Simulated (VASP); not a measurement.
# PtSe2 (P-3m1) in VASP: notebook

PtSe2 is run at these levels: LDA; tasks: single point.

Everything below comes from runs of VASP 6.6.1. Logs are shortened: lines on timing, memory, paths and dates and some standing lists are left out, and cuts for length are marked.

**1. The cell of the first run**

It takes space group P-3m1 (No. 164, trigonal). The conventional cell has a = 3.426 Å, b = 3.426 Å, c = 5.062 Å, α = 90.00°, β = 90.00°, γ = 120.00°. Within 3.1 Å of Pt (site symmetry -3m) lie 6 Se at 2.35 Å. Se (site symmetry 3m) has 3 Pt at 2.35 Å within 3.1 Å.

**2. Single point, LDA (strain -0.080 along x and y, +0.000 along z)**

File INCAR:

```
SYSTEM = PtSe2
PREC = Accurate
ENCUT = 520
EDIFF = 1E-6
ISMEAR = 0
SIGMA = 0.15
LREAL = .False.
LASPH = .True.
NELM = 80
ALGO = Normal
ISIF = 2
LWAVE = .False.
LCHARG = .True.
GGA = CA
LELF = .True.
LVHAR = .True.
NBANDS = 18
```

File KPOINTS:

```
regular mesh
0
Gamma
  15 15 10
  0 0 0
```

File POSCAR:

```
PtSe2
1.0
    3.4260805562      0.0000000000      0.0000000000
   -1.7130402781      2.9670727971      0.0000000000
    0.0000000000      0.0000000000      5.0620000000
Pt Se
1 2
Direct
    0.0000000000      0.0000000000      0.0000000000
    0.3333333333      0.6666666667      0.2500000000
    0.6666666667      0.3333333333      0.7500000000
```

Potentials or basis: VASP PAW LDA potentials, release 64 (Pt, Se).

The run is started by

```
> cat potpaw_LDA.64/Pt/POTCAR potpaw_LDA.64/Se/POTCAR > POTCAR
> mpirun -np 1 vasp_std > vasp.out
```

OUTCAR:

```text
SYSTEM = PtSe2
   PREC = Accurate
   ENCUT = 520
   EDIFF = 1E-6
   ISMEAR = 0
   LREAL = .False.
   LASPH = .True.
   NELM = 80
   ISIF = 2
   GGA = CA

 ion  position               nearest neighbor table
   1  0.000  0.000  0.000-   2 2.35   3 2.35   3 2.35   2 2.35   3 2.35   2 2.35
   2  0.333  0.667  0.250-   1 2.35   1 2.35   1 2.35
   3  0.667  0.333  0.750-   1 2.35   1 2.35   1 2.35

  LATTYP: Found a hexagonal cell.
 ALAT       =     3.4260805562
 C/A-ratio  =     1.4774900698

  Lattice vectors:

 A1 = (   3.4260805562,   0.0000000000,   0.0000000000)
 A2 = (  -1.7130402781,   2.9670727971,   0.0000000000)
 A3 = (   0.0000000000,   0.0000000000,   5.0620000000)

Analysis of symmetry for initial positions (statically):
=====================================================================
 Subroutine PRICEL returns:
 Original cell was already a primitive cell.

 Routine SETGRP: Setting up the symmetry group for a
 hexagonal supercell.

 Subroutine GETGRP returns: Found 12 space group operations
 (whereof 12 operations were pure point group operations)
 out of a pool of 24 trial point group operations.

The static configuration has the point symmetry D_3d.

Analysis of symmetry for dynamics (positions and initial velocities):
=====================================================================
 Subroutine PRICEL returns:
 Original cell was already a primitive cell.

 Routine SETGRP: Setting up the symmetry group for a
 hexagonal supercell.

 Subroutine GETGRP returns: Found 12 space group operations
 (whereof 12 operations were pure point group operations)
 out of a pool of 24 trial point group operations.

The dynamic configuration has the point symmetry D_3d.

 Subroutine INISYM returns: Found 12 space group operations
 (whereof 12 operations are pure point group operations),
 and found     1 'primitive' translations

----------------------------------------------------------------------------------------

                                     Primitive cell

  volume of cell :      51.4574

  direct lattice vectors                    reciprocal lattice vectors
     3.426080556  0.000000000  0.000000000     0.291878718  0.168516256  0.000000000
    -1.713040278  2.967072797  0.000000000     0.000000000  0.337032513  0.000000000
     0.000000000  0.000000000  5.062000000     0.000000000  0.000000000  0.197550375

  length of vectors
     3.426080556  3.426080556  5.062000000     0.337032513  0.337032513  0.197550375

  position of ions in fractional coordinates (direct lattice)
     0.000000000  0.000000000  0.000000000
     0.333333333  0.666666667  0.250000000
     0.666666667  0.333333333  0.750000000

  ion indices of the primitive-cell ions
   primitive index   ion index
                 1           1
                 2           2
                 3           3

----------------------------------------------------------------------------------------

 KPOINTS: regular mesh

Automatic generation of k-mesh.
 Grid dimensions read from file:
 generate k-points for:   15   15   10

 Generating k-lattice:

  Cartesian coordinates                     Fractional coordinates (reciprocal lattice)
     0.019458581  0.011234417  0.000000000     0.066666667  0.000000000  0.000000000
     0.000000000  0.022468834  0.000000000     0.000000000  0.066666667  0.000000000
     0.000000000  0.000000000  0.019755038     0.000000000  0.000000000  0.100000000

  Length of vectors
     0.022468834  0.022468834  0.019755038

  Shift w.r.t. Gamma in fractional coordinates (k-lattice)
     0.000000000  0.000000000  0.000000000

 Subroutine IBZKPT returns following result:
 ===========================================

 Found    238 irreducible k-points:

 Following reciprocal coordinates:
            Coordinates               Weight
  0.000000  0.000000  0.000000      1.000000
  0.066667  0.000000  0.000000      6.000000
  0.133333  0.000000  0.000000      6.000000
  0.200000  0.000000  0.000000      6.000000
  0.266667  0.000000  0.000000      6.000000
  0.333333  0.000000  0.000000      6.000000
[... 16 lines left out ...]
  0.333333  0.200000  0.000000     12.000000
  0.400000  0.200000  0.000000      6.000000
 [... further k-points ...]
   k-points           NKPTS =    238   k-points in BZ     NKDIM =    238   number of bands    NBANDS=     18
   number of dos      NEDOS =    301   number of ions     NIONS =      3
   total plane-waves  NPLWV =  31360
   dimension x,y,z NGX =    28 NGY =   28 NGZ =   40
   dimension x,y,z NGXF=    56 NGYF=   56 NGZF=   80
   ions per type =               1   2
   NGX,Y,Z   is equivalent  to a cutoff of  13.59, 13.59, 13.14 a.u.
   NGXF,Y,Z  is equivalent  to a cutoff of  27.17, 27.17, 26.27 a.u.
 SYSTEM =  PtSe2
   PREC   = accura    normal or accurate (medium, high low for compatibility)
   ISTART =      0    job   : 0-new  1-cont  2-samecut
   ICHARG =      2    charge: 1-file 2-atom 10-const
   ISPIN  =      1    spin polarized calculation?
   LNONCOLLINEAR =      F non collinear calculations
   LSORBIT =      F    spin-orbit coupling
   LASPH  =      T    aspherical Exc in radial PAW
   ENCUT  =  520.0 eV  38.22 Ry    6.18 a.u.   6.37  6.37  9.41*2*pi/ulx,y,z
   NELM   =     80;   NELMIN=  2; NELMDL= -5     # of ELM steps
   EDIFF  = 0.1E-05   stopping-criterion for ELM
   LREAL  =      F    real-space projection
[... 7 lines left out ...]
   TEBEG  =    0.0;   TEEND  =   0.0 temperature during run
   PSTRESS=    0.0 pullay stress
   NELECT =      22.0000    total number of electrons
   NUPDOWN=      -1.0000    fix difference up-down
   EMIN   =  10.00;   EMAX   =-10.00  energy-range for DOS
   EFERMI =   0.00;   METHOD = LEGACY
   ISMEAR =     0;   SIGMA  =   0.15  broadening in eV -4-tet -1-fermi 0-gaus
   EFERMI_NEDOS =   21; number of points for ismear=-14 and -15
   IALGO  =     38    algorithm
   IMIX   =      4    mixing-type and parameters
     AMIX     =   0.40;   BMIX     =  1.00
     AMIX_MAG =   1.60;   BMIX_MAG =  1.00
  volume/ion in A,a.u.               =      17.15       115.75
  Fermi-wavevector in a.u.,A,eV,Ry     =   1.233293  2.330587 20.694634  1.521013
  Thomas-Fermi vector in A             =   2.368029
   LORBIT       =      0    0 simple, 1 ext, 2 COOP (PROOUT), +10 PAW based schemes
   GGA     = CA    functional components
   LHFCALC =     F    Hartree Fock is set to
   AEXX    =    0.0000 exact exchange contribution
   IVDW    =     0    specifies the selected vdW correction
   LEPSILON=     F    determine dielectric tensor
   LRPA    =     F    only Hartree local field effects (RPA)
 non-spin polarized calculation
 Gauss-broadening in eV      SIGMA  =   0.15
  energy-cutoff  :      520.00
  volume of cell :       51.46
 maximum number of plane-waves:      1409
 NGX is ok and might be reduce to    28
   NGX = 13   NGY = 13   NGZ = 19

 number of electron      22.0000000 magnetization

 Free energy of the ion-electron system (eV)
  ---------------------------------------------------
  ext. energy  EPLUGINS =         0.00000000
  ---------------------------------------------------
  free energy    TOTEN  =       -15.94772934 eV

  energy without entropy =      -15.94139869  energy(sigma->0) =      -15.94456401

 E-fermi :   9.0412     XC(G=0): -11.6757

 val. band max:        9.0318291532   @ k =   0.3333   0.3333   0.0000
 cond. band min:       9.0415027450   @ k =   0.0000   0.2667   0.3000
 fundamental gap:      0.0096735918
 Fermi energy:         9.0412050128

 k-point     1 :       0.0000    0.0000    0.0000
  band No.  band energies     occupation
      1      -8.3639      2.00000
      2      -4.8481      2.00000
      3       0.0209      2.00000
      4       1.1523      2.00000
      5       1.1523      2.00000
      6       3.8619      2.00000
[... 10 lines left out ...]
     17      16.5774      0.00000
     18      21.3324      0.00000

 k-point     2 :       0.0667    0.0000    0.0000
  band No.  band energies     occupation
      1      -8.2937      2.00000
      2      -4.8755      2.00000
      3       0.0966      2.00000
      4       1.1761      2.00000
      5       1.1942      2.00000
      6       3.7835      2.00000
[... 10 lines left out ...]
     17      16.8264      0.00000
     18      20.6852      0.00000

 k-point     3 :       0.1333    0.0000    0.0000
  band No.  band energies     occupation
      1      -8.0871      2.00000
      2      -4.9527      2.00000
      3       0.3172      2.00000
      4       1.2500      2.00000
      5       1.3107      2.00000
      6       3.5312      2.00000
[... 10 lines left out ...]
     17      17.4824      0.00000
     18      18.9114      0.00000

 k-point     4 :       0.2000    0.0000    0.0000
  band No.  band energies     occupation
      1      -7.7569      2.00000
      2      -5.0666      2.00000
      3       0.6560      2.00000
      4       1.3812      2.00000
      5       1.4729      2.00000
      6       3.0620      2.00000
[... 375 lines left out ...]
      4       1.4223      2.00000
      5       2.1263      2.00000
      6       2.3846      2.00000
[... 10 lines left out ...]
     17      18.1209      0.00000
     18      18.9098      0.00000

 k-point    23 :       0.3333    0.2000    0.0000
  band No.  band energies     occupation
      1      -5.9224      2.00000
      2      -5.5329      2.00000
      3       0.4925      2.00000
      4       1.3587      2.00000
      5       2.0934      2.00000
      6       2.8179      2.00000
[... 10 lines left out ...]
     17      18.9421      0.00000
     18      19.1368      0.00000

 k-point    24 :       0.4000    0.2000    0.0000
  band No.  band energies     occupation
      1      -5.7230      2.00000
      2      -5.6214      2.00000
      3       0.3180      2.00000
      4       1.3397      2.00000
      5       2.0688      2.00000
      6       3.0787      2.00000
[... 10 lines left out ...]
     17      19.0031      0.00000
     18      19.9144      0.00000

 [... further k-points ...]

------------------------ aborting loop because EDIFF is reached ----------------------------------------

  FORCE on cell =-STRESS in cart. coord.  units (eV):
  Direction    XX          YY          ZZ          XY          YZ          ZX
  --------------------------------------------------------------------------------------
  -------------------------------------------------------------------------------------
  Total       14.1546195     14.1546195      8.5420446      0.0000000      0.0000000      0.0000000
  in kB      440.7180813    440.7180813    265.9650088      0.0000000      0.0000000      0.0000000
  external PRESSURE =     382.4670571 kB  Pullay stress =       0.0000000 kB

 VOLUME and BASIS-vectors are now :
 -----------------------------------------------------------------------------
  energy-cutoff  :      520.00
  volume of cell :       51.46
      direct lattice vectors                 reciprocal lattice vectors
     3.426080556  0.000000000  0.000000000     0.291878718  0.168516256  0.000000000
    -1.713040278  2.967072797  0.000000000     0.000000000  0.337032513  0.000000000
     0.000000000  0.000000000  5.062000000     0.000000000  0.000000000  0.197550375

 POSITION                                       TOTAL-FORCE (eV/Angst)
 -----------------------------------------------------------------------------------
      0.00000      0.00000      0.00000         0.000000      0.000000     -0.000000
     -0.00000      1.97805      1.26550         0.000000      0.000000      2.986176
      1.71304      0.98902      3.79650        -0.000000     -0.000000     -2.986176
 -----------------------------------------------------------------------------------
    total drift:                               -0.000000     -0.000000     -0.000000

  FREE ENERGIE OF THE ION-ELECTRON SYSTEM (eV)
  ---------------------------------------------------
  free  energy   TOTEN  =       -15.9477293388 eV

  energy  without entropy=      -15.9413986865  energy(sigma->0) =      -15.94456401
```

Run time: 72 s. Hardware: 1 thread of Intel Xeon 6975P-C (Granite Rapids), shared host; peak memory 0.33 GiB.

What came out:

```
Free energy            : -15.9477 eV
Pressure               : 38.2 GPa
Largest force          : 2.986 eV/Å
Band gap on the k mesh : zero (band 11 reaches 9.16 eV, above the bottom of band 12 at 9.03 eV)
```

Forces in eV/Å, atoms in the order of the input:
```
Pt   0.000  0.000  0.000
Se   0.000  0.000  2.986
Se   0.000  0.000 -2.986
```

Stress tensor (GPa, compression positive):
```
44.07  0.00  0.00
 0.00 44.07  0.00
 0.00  0.00 26.60
```

Levels at points of the mesh, in eV from the Fermi level:
| k point | band 9 | band 10 | band 11 | band 12 | band 13 | band 14 |
| --- | --- | --- | --- | --- | --- | --- |
| (0.00, 0.00, 0.00) | -0.98 | -0.98 | 0.11 | 2.06 | 2.06 | 3.69 |
| (0.00, 0.00, 0.50) | -1.61 | -1.41 | -1.41 | 3.01 | 3.01 | 4.53 |

Caveat: the cell differs from its parent crystal (strain -0.080 along x and y, +0.000 along z); spin-orbit coupling is left out, which moves the levels of the heavy elements; forces of over 1 eV/Å act on the atoms, so gaps and moduli don't describe the material at rest.

**3. Single point, LDA (strain +0.080 along x and y, -0.080 along z)**

File INCAR:

```
PREC = Accurate ; ENCUT = 520
EDIFF = 1E-6 ; ISMEAR = 0
SIGMA = 0.15 ; LREAL = F
LASPH = T ; NELM = 80
ALGO = Normal ; ISIF = 2
LWAVE = F ; LCHARG = T
GGA = CA ; LELF = T
LVHAR = T ; NBANDS = 18
```

File KPOINTS:

```
regular mesh
0
Gamma
  15 15 10
```

File POSCAR:

```
PtSe2
1.0
    4.0219206530      0.0000000000      0.0000000000
   -2.0109603265      3.4830854575      0.0000000000
    0.0000000000      0.0000000000      4.6570400000
Pt Se
1 2
Direct
    0.0000000000      0.0000000000      0.0000000000
    0.3333333333      0.6666666667      0.2500000000
    0.6666666667      0.3333333333      0.7500000000
```

Potentials or basis: VASP PAW LDA potentials, release 64 (Pt, Se).

The run is started by

```
> cat potpaw_LDA.64/Pt/POTCAR potpaw_LDA.64/Se/POTCAR > POTCAR
> mpirun -np 1 vasp_std > vasp.out
```

Wall time 79 s (1 thread of Intel Xeon 6975P-C (Granite Rapids), shared host); peak memory 0.37 GiB.

Results (log left out):

| Quantity | Value |
| --- | --- |
| Free energy | -16.6667 eV |
| Pressure | -11.9 GPa |
| Largest force | 0.276 eV/Å |
| Band gap on the k mesh | zero (band 11 reaches 6.11 eV, above the bottom of band 12 at 5.27 eV) |

Forces on the atoms (eV/Å):
```
Pt   0.000  0.000  0.000
Se   0.000  0.000 -0.276
Se   0.000  0.000  0.276
```

Stress tensor (GPa, compression positive):
```
-15.57   0.00   0.00
  0.00 -15.57   0.00
  0.00   0.00  -4.68
```

Levels at points of the mesh, in eV from the Fermi level:
| k point | band 9 | band 10 | band 11 | band 12 | band 13 | band 14 |
| --- | --- | --- | --- | --- | --- | --- |
| (0.00, 0.00, 0.00) | -1.07 | -1.07 | 0.76 | 1.05 | 1.05 | 3.14 |
| (0.00, 0.00, 0.50) | -1.64 | -1.64 | -1.51 | 2.06 | 2.06 | 5.13 |

Caveat: the cell differs from its parent crystal (strain +0.080 along x and y, -0.080 along z); spin-orbit coupling is left out, which moves the levels of the heavy elements.

(Part 1 of 2 ends here.)
